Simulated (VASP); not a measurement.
# AlAs (F-43m) in VASP: single point with PBE

Aim: the single point of AlAs with PBE.

All numbers are computed with VASP 6.6.1; they aren't measurements. Logs are shortened: lines on timing, memory, paths and dates and some standing lists are left out, and cuts for length are marked.

## 1. The cell of the first run

The structure is cubic, space group F-43m (No. 216). The conventional cell has a = 5.612 Å, b = 5.612 Å, c = 5.612 Å, α = 90.00°, β = 90.00°, γ = 90.00°. Within 3.2 Å of Al (site symmetry -43m) lie 4 As at 2.43 Å. As (site symmetry -43m) has 4 Al at 2.43 Å within 3.2 Å.

## 2. Single point, PBE

INCAR

```
PREC     = Accurate       # precision mode
ENCUT    = 500            # plane-wave cutoff, eV
EDIFF    = 1E-6           # SCF threshold, eV
ISMEAR   = -1             # smearing method
SIGMA    = 0.1            # smearing width, eV
LREAL    = False          # projectors in reciprocal space
LASPH    = True           # aspherical terms in the spheres
NELM     = 120            # most SCF steps
ALGO     = Normal         # electronic algorithm
ISIF     = 2              # what is computed and relaxed
LWAVE    = False          # write WAVECAR
LCHARG   = True           # write CHGCAR
GGA      = PE             # functional
LELF     = True           # ELF
LVHAR    = True         
NBANDS   = 11             # bands
GGA_COMPAT= False
```

KPOINTS

```
Automatic mesh
0
Gamma
  8 8 8
```

POSCAR

```
AlAs
1.0
    0.0000000000      2.8060020000      2.8060020000
    2.8060020000      0.0000000000      2.8060020000
    2.8060020000      2.8060020000      0.0000000000
Al As
1 1
Direct
    0.0000000000      0.0000000000      0.0000000000
    0.2500000000      0.2500000000      0.2500000000
```

Potentials or basis: VASP PAW PBE potentials, release 64 (Al, As).

Launch:

```console
> cat potpaw_PBE.64/Al/POTCAR potpaw_PBE.64/As/POTCAR > POTCAR
> mpirun -np 1 vasp_std > vasp.out
```

OUTCAR:

```text
PREC = Accurate
   ENCUT = 500
   EDIFF = 1E-6
   ISMEAR = -1
   LREAL = False
   LASPH = True
   NELM = 120
   ISIF = 2
   GGA = PE

 ion  position               nearest neighbor table
   1  0.000  0.000  0.000-   2 2.43   2 2.43   2 2.43   2 2.43
   2  0.250  0.250  0.250-   1 2.43   1 2.43   1 2.43   1 2.43

  LATTYP: Found a face centered cubic cell.
 ALAT       =     5.6120040000

  Lattice vectors:

 A1 = (   0.0000000000,   2.8060020000,   2.8060020000)
 A2 = (   2.8060020000,   0.0000000000,   2.8060020000)
 A3 = (   2.8060020000,   2.8060020000,   0.0000000000)

Analysis of symmetry for initial positions (statically):
=====================================================================
 Subroutine PRICEL returns:
 Original cell was already a primitive cell.

 Routine SETGRP: Setting up the symmetry group for a
 face centered cubic supercell.

 Subroutine GETGRP returns: Found 24 space group operations
 (whereof 24 operations were pure point group operations)
 out of a pool of 48 trial point group operations.

The static configuration has the point symmetry T_d .

Analysis of symmetry for dynamics (positions and initial velocities):
=====================================================================
 Subroutine PRICEL returns:
 Original cell was already a primitive cell.

 Routine SETGRP: Setting up the symmetry group for a
 face centered cubic supercell.

 Subroutine GETGRP returns: Found 24 space group operations
 (whereof 24 operations were pure point group operations)
 out of a pool of 48 trial point group operations.

The dynamic configuration has the point symmetry T_d .

 Subroutine INISYM returns: Found 24 space group operations
 (whereof 24 operations are pure point group operations),
 and found     1 'primitive' translations

----------------------------------------------------------------------------------------

                                     Primitive cell

  volume of cell :      44.1869

  direct lattice vectors                    reciprocal lattice vectors
     0.000000000  2.806002000  2.806002000    -0.178189467  0.178189467  0.178189467
     2.806002000  0.000000000  2.806002000     0.178189467 -0.178189467  0.178189467
     2.806002000  2.806002000  0.000000000     0.178189467  0.178189467 -0.178189467

  length of vectors
     3.968286084  3.968286084  3.968286084     0.308633210  0.308633210  0.308633210

  position of ions in fractional coordinates (direct lattice)
     0.000000000  0.000000000  0.000000000
     0.250000000  0.250000000  0.250000000

  ion indices of the primitive-cell ions
   primitive index   ion index
                 1           1
                 2           2

----------------------------------------------------------------------------------------

 KPOINTS: Automatic mesh

Automatic generation of k-mesh.
 Grid dimensions read from file:
 generate k-points for:    8    8    8

 Generating k-lattice:

  Cartesian coordinates                     Fractional coordinates (reciprocal lattice)
    -0.022273683  0.022273683  0.022273683     0.125000000  0.000000000  0.000000000
     0.022273683 -0.022273683  0.022273683     0.000000000  0.125000000  0.000000000
     0.022273683  0.022273683 -0.022273683     0.000000000  0.000000000  0.125000000

  Length of vectors
     0.038579151  0.038579151  0.038579151

  Shift w.r.t. Gamma in fractional coordinates (k-lattice)
     0.000000000  0.000000000  0.000000000

 Subroutine IBZKPT returns following result:
 ===========================================

 Found     29 irreducible k-points:

 Following reciprocal coordinates:
            Coordinates               Weight
  0.000000  0.000000  0.000000      1.000000
  0.125000  0.000000  0.000000      8.000000
  0.250000  0.000000  0.000000      8.000000
  0.375000  0.000000  0.000000      8.000000
  0.500000  0.000000  0.000000      4.000000
  0.125000  0.125000  0.000000      6.000000
[... 16 lines left out ...]
  0.500000  0.250000  0.125000     48.000000
 -0.375000  0.250000  0.125000     24.000000
 [... further k-points ...]
   k-points           NKPTS =     29   k-points in BZ     NKDIM =     29   number of bands    NBANDS=     11
   number of dos      NEDOS =    301   number of ions     NIONS =      2
   total plane-waves  NPLWV =  27000
   dimension x,y,z NGX =    30 NGY =   30 NGZ =   30
   dimension x,y,z NGXF=    60 NGYF=   60 NGZF=   60
   ions per type =               1   1
   NGX,Y,Z   is equivalent  to a cutoff of  12.57, 12.57, 12.57 a.u.
   NGXF,Y,Z  is equivalent  to a cutoff of  25.14, 25.14, 25.14 a.u.
 SYSTEM =  unknown system
   PREC   = accura    normal or accurate (medium, high low for compatibility)
   ISTART =      0    job   : 0-new  1-cont  2-samecut
   ICHARG =      2    charge: 1-file 2-atom 10-const
   ISPIN  =      1    spin polarized calculation?
   LNONCOLLINEAR =      F non collinear calculations
   LSORBIT =      F    spin-orbit coupling
   LASPH  =      T    aspherical Exc in radial PAW
   ENCUT  =  500.0 eV  36.75 Ry    6.06 a.u.   7.24  7.24  7.24*2*pi/ulx,y,z
   NELM   =    120;   NELMIN=  2; NELMDL= -5     # of ELM steps
   EDIFF  = 0.1E-05   stopping-criterion for ELM
   LREAL  =      F    real-space projection
   EDIFFG = 0.1E-04   stopping-criterion for IOM
   NSW    =      0    number of steps for IOM
   IBRION =     -1    ionic relax: 0-MD 1-quasi-New 2-CG
   NFREE  =      0    steps in history (QN), initial steepest desc. (CG)
   ISIF   =      2    stress and relaxation
   ISYM   =      2    0-nonsym 1-usesym 2-fastsym
   POTIM  = 0.5000    time-step for ionic-motion
   TEBEG  =    0.0;   TEEND  =   0.0 temperature during run
   PSTRESS=    0.0 pullay stress
   NELECT =       8.0000    total number of electrons
   NUPDOWN=      -1.0000    fix difference up-down
   EMIN   =  10.00;   EMAX   =-10.00  energy-range for DOS
   EFERMI =   0.00;   METHOD = LEGACY
   ISMEAR =    -1;   SIGMA  =   0.10  broadening in eV -4-tet -1-fermi 0-gaus
   EFERMI_NEDOS =   21; number of points for ismear=-14 and -15
   IALGO  =     38    algorithm
   IMIX   =      4    mixing-type and parameters
     AMIX     =   0.40;   BMIX     =  1.00
     AMIX_MAG =   1.60;   BMIX_MAG =  1.00
  volume/ion in A,a.u.               =      22.09       149.09
  Fermi-wavevector in a.u.,A,eV,Ry     =   0.926133  1.750138 11.670029  0.857723
  Thomas-Fermi vector in A             =   2.052063
   LORBIT       =      0    0 simple, 1 ext, 2 COOP (PROOUT), +10 PAW based schemes
   GGA     = PE    functional components
   LHFCALC =     F    Hartree Fock is set to
   AEXX    =    0.0000 exact exchange contribution
   IVDW    =     0    specifies the selected vdW correction
   LEPSILON=     F    determine dielectric tensor
   LRPA    =     F    only Hartree local field effects (RPA)
 non-spin polarized calculation
  energy-cutoff  :      500.00
  volume of cell :       44.19
 maximum number of plane-waves:      1139
 NGX is ok and might be reduce to    30
   NGX = 15   NGY = 15   NGZ = 15

 number of electron       8.0000001 magnetization

 Free energy of the ion-electron system (eV)
  ---------------------------------------------------
  ext. energy  EPLUGINS =         0.00000000
  ---------------------------------------------------
  free energy    TOTEN  =        -9.34557638 eV

  energy without entropy =       -9.34553989  energy(sigma->0) =       -9.34555814

 E-fermi :   4.8538     XC(G=0):  -9.1432

 val. band max:        4.1131225937   @ k =   0.0000   0.0000   0.0000
 cond. band min:       5.5011560497   @ k =   0.5000   0.5000   0.0000
 fundamental gap:      1.3880334560
 Fermi energy:         4.8537652279

 k-point     1 :       0.0000    0.0000    0.0000
  band No.  band energies     occupation
      1      -7.8998      2.00000
      2       4.1131      1.99879
      3       4.1131      1.99879
      4       4.1131      1.99879
      5       6.3828      0.00000
      6       8.4448      0.00000
      7       8.4448      0.00000
      8       8.4448      0.00000
      9      13.1262      0.00000
     10      13.1753      0.00000
     11      13.1753      0.00000

 k-point     2 :       0.1250    0.0000    0.0000
  band No.  band energies     occupation
      1      -7.7416      2.00000
      2       2.6840      2.00000
      3       3.9477      1.99977
      4       3.9477      1.99977
      5       7.0767      0.00000
      6       8.7340      0.00000
      7       8.7340      0.00000
      8       8.8997      0.00000
      9      12.5574      0.00000
     10      12.5574      0.00000
     11      13.8431      0.00000

 k-point     3 :       0.2500    0.0000    0.0000
  band No.  band energies     occupation
      1      -7.3012      2.00000
      2       0.6801      2.00000
      3       3.6223      1.99999
      4       3.6223      1.99999
      5       6.8424      0.00000
      6       9.0726      0.00000
      7       9.0726      0.00000
      8      10.7267      0.00000
      9      12.4606      0.00000
     10      12.4606      0.00000
     11      13.5922      0.00000

 k-point     4 :       0.3750    0.0000    0.0000
  band No.  band energies     occupation
      1      -6.7274      2.00000
      2      -0.9160      2.00000
      3       3.3633      2.00000
      4       3.3633      2.00000
      5       6.4867      0.00000
      6       8.9362      0.00000
      7       8.9362      0.00000
      8      11.9122      0.00000
      9      13.8019      0.00000
     10      13.8019      0.00000
     11      14.0343      0.00000
[... 239 lines left out ...]
 k-point    22 :       0.3750    0.2500    0.1250
  band No.  band energies     occupation
      1      -6.9319      2.00000
      2       0.3092      2.00000
      3       2.1021      2.00000
      4       3.1120      2.00000
      5       7.7354      0.00000
      6       8.5212      0.00000
      7       9.4368      0.00000
      8      10.7416      0.00000
      9      12.4000      0.00000
     10      14.6848      0.00000
     11      16.3443      0.00000

 k-point    23 :       0.5000    0.2500    0.1250
  band No.  band energies     occupation
      1      -6.4136      2.00000
      2      -0.7433      2.00000
      3       1.5069      2.00000
      4       2.7162      2.00000
      5       7.8409      0.00000
      6       8.6334      0.00000
      7       9.9775      0.00000
      8      11.0685      0.00000
      9      13.5942      0.00000
     10      14.8042      0.00000
     11      16.4313      0.00000

 k-point    24 :      -0.3750    0.2500    0.1250
  band No.  band energies     occupation
      1      -6.1431      2.00000
      2      -1.2471      2.00000
      3       1.3566      2.00000
      4       2.5260      2.00000
      5       7.8407      0.00000
      6       8.3888      0.00000
      7      10.8984      0.00000
      8      11.8611      0.00000
      9      12.5822      0.00000
     10      15.2357      0.00000
     11      16.5785      0.00000

 [... further k-points ...]
[... 5 lines left out ...]
  --------------------------------------------------------------------------------------
  -------------------------------------------------------------------------------------
  Total        1.3615442      1.3615442      1.3615442     -0.0000000      0.0000000     -0.0000000
  in kB       49.3683267     49.3683267     49.3683267     -0.0000000      0.0000000     -0.0000000
  external PRESSURE =      49.3683267 kB  Pullay stress =       0.0000000 kB

 VOLUME and BASIS-vectors are now :
 -----------------------------------------------------------------------------
  energy-cutoff  :      500.00
  volume of cell :       44.19
      direct lattice vectors                 reciprocal lattice vectors
     0.000000000  2.806002000  2.806002000    -0.178189467  0.178189467  0.178189467
     2.806002000  0.000000000  2.806002000     0.178189467 -0.178189467  0.178189467
     2.806002000  2.806002000  0.000000000     0.178189467  0.178189467 -0.178189467

 POSITION                                       TOTAL-FORCE (eV/Angst)
 -----------------------------------------------------------------------------------
      0.00000      0.00000      0.00000         0.000000      0.000000      0.000000
      1.40300      1.40300      1.40300        -0.000000     -0.000000     -0.000000
 -----------------------------------------------------------------------------------
    total drift:                                0.000000      0.000000      0.000000

  FREE ENERGIE OF THE ION-ELECTRON SYSTEM (eV)
  ---------------------------------------------------
  free  energy   TOTEN  =        -9.3455763795 eV

  energy  without entropy=       -9.3455398939  energy(sigma->0) =       -9.34555814
```

Wall time 21 s (1 thread of AMD EPYC 7R13, shared host); peak memory 0.14 GiB.

Results:

* Free energy: -9.3456 eV
* Pressure: 4.9 GPa
* Band gap on the k mesh: 1.39 eV, indirect (least direct gap 2.27 eV)

Levels at points of the mesh, in eV from the valence-band top:
```
           k point  band 1  band 2  band 3  band 4  band 5  band 6  band 7  band 8  band 9
(0.00, 0.00, 0.00)  -12.01    0.00    0.00    0.00    2.27    4.33    4.33    4.33    9.01
(0.50, 0.00, 0.00)  -10.53   -5.69   -0.84   -0.84    2.24    4.70    4.70    7.80   11.41
(0.50, 0.50, 0.00)   -9.95   -5.52   -2.23   -2.23    1.39    2.29   10.54   10.54   12.06
```
